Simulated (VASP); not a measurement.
Input of a VASP 6.6.1 run:

Contents of INCAR:

```
PREC = Accurate
ENCUT = 500
EDIFF = 1E-6
ISMEAR = -1
SIGMA = 0.05
LREAL = F
LASPH = T
NELM = 120
ALGO = Normal
ISIF = 2
LWAVE = F
LCHARG = F
GGA = PS
NBANDS = 12
GGA_COMPAT = F
```

The input KPOINTS:

```
Automatic mesh
0
Gamma
  9 9 9
```

Contents of POSCAR:

```
Tl
1.0
   -1.7632874079      1.7632874079      1.7632874079
    1.7632874079     -1.7632874079      1.7632874079
    1.7632874079      1.7632874079     -1.7632874079
Tl
1
Direct
    0.0000000000      0.0000000000      0.0000000000
```

Potentials or basis: VASP PAW PBE potentials, release 64 (Tl_d).

Launch:

```console
$ cat potpaw_PBE.64/Tl_d/POTCAR > POTCAR
$ mpirun -np 1 vasp_std > vasp.out
```

Q: Predict the band gap on the k mesh.

A: Zero (an odd number of electrons rules out a gap without spin polarisation).

Q: What does it give for the pressure?

A: 20.0 GPa.

Caveat: the cell stands under pressure; the PAW data sets were made with another functional, which shifts forces and pressure a little; spin-orbit coupling is left out, which moves the levels of the heavy elements.
